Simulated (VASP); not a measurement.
Here is a VASP 6.6.1 calculation.

File INCAR:

```
PREC     = Accurate       # precision mode
ENCUT    = 520            # plane-wave cutoff, eV
EDIFF    = 1E-6           # SCF threshold, eV
ISMEAR   = -1             # smearing method
SIGMA    = 0.1            # smearing width, eV
LREAL    = F              # projectors in reciprocal space
LASPH    = T              # aspherical terms in the spheres
NELM     = 100            # most SCF steps
ALGO     = Normal         # electronic algorithm
ISIF     = 2              # what is computed and relaxed
LWAVE    = F              # write WAVECAR
LCHARG   = T              # write CHGCAR
GGA      = CA             # functional
LELF     = T              # ELF
LVHAR    = T            
NBANDS   = 12             # bands
```

KPOINTS

```
Automatic mesh
0
Gamma
  17 17 17
```

The input POSCAR:

```
Ag
1.0
   -1.5640955659      1.5640955659      1.5640955659
    1.5640955659     -1.5640955659      1.5640955659
    1.5640955659      1.5640955659     -1.5640955659
Ag
1
Direct
    0.0000000000      0.0000000000      0.0000000000
```

Potentials or basis: VASP PAW LDA potentials, release 64 (Ag).

The run is started by

```console
$ cat potpaw_LDA.64/Ag/POTCAR > POTCAR
$ mpirun -np 1 vasp_std > vasp.out
```

(1) Predict the pressure.

(2) Estimate the band gap on the k mesh.

Answers

(1) 8.1 GPa.

(2) zero (an odd number of electrons rules out a gap without spin polarisation).

Caveat: the cell stands under pressure.
